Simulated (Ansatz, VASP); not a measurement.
One calculation of MgBe2SeO2, two programs

```
CELL_PARAMETERS angstrom
2.34007 -6.96155 0.00000
2.34007 6.96155 0.00000
0.00000 0.00000 2.59335
ATOMIC_POSITIONS crystal
Mg 0.50000 0.50000 0.50000
Be 0.50000 0.00000 0.50000
Be 0.00000 0.50000 0.50000
Se 0.00000 0.00000 0.00000
O 0.73386 0.26614 0.00000
O 0.26614 0.73386 0.00000
```

Change from the starting cell: species swapped into the CeAlCu2Ni2 type (Cmmm, No. 65).

Alike in both runs: functional PBE; k mesh 4 × 4 × 4; occupations gaussian, width 0.1 eV; no spin polarisation.

Ansatz relaxed the structure, and its values are those at the end. VASP's run is a single point on that final structure, the one shown.

```csv
,VASP,Ansatz
version,VASP 6.6.1,Ansatz 0.2.0
potentials or method,"VASP PAW PBE potentials, release 64 (Mg, Be, Se, O), cutoff 520 eV","scalar-relativistic, plane waves, PAW"
valence electrons in the cell,24,42
```

Ansatz gave:

| Item | Value |
| --- | --- |
| gap on the k mesh at the Fermi level (eV) | none |
| pressure (GPa) | 0.1 |
| rms of the force components (eV/Å) | 0.003 |

Q: Which values does VASP return?

A: gap on the k mesh at the Fermi level (eV): none; pressure (GPa): 0.2; rms of the force components (eV/Å): 0.004.

A gap of «none» marks a metal or a gap that the smearing closes. VASP's potentials hold 24 valence electrons a cell and Ansatz's 42, so a difference there can come from the potentials and not from the codes.

The k mesh is coarse, so the values compare programs but aren't converged.
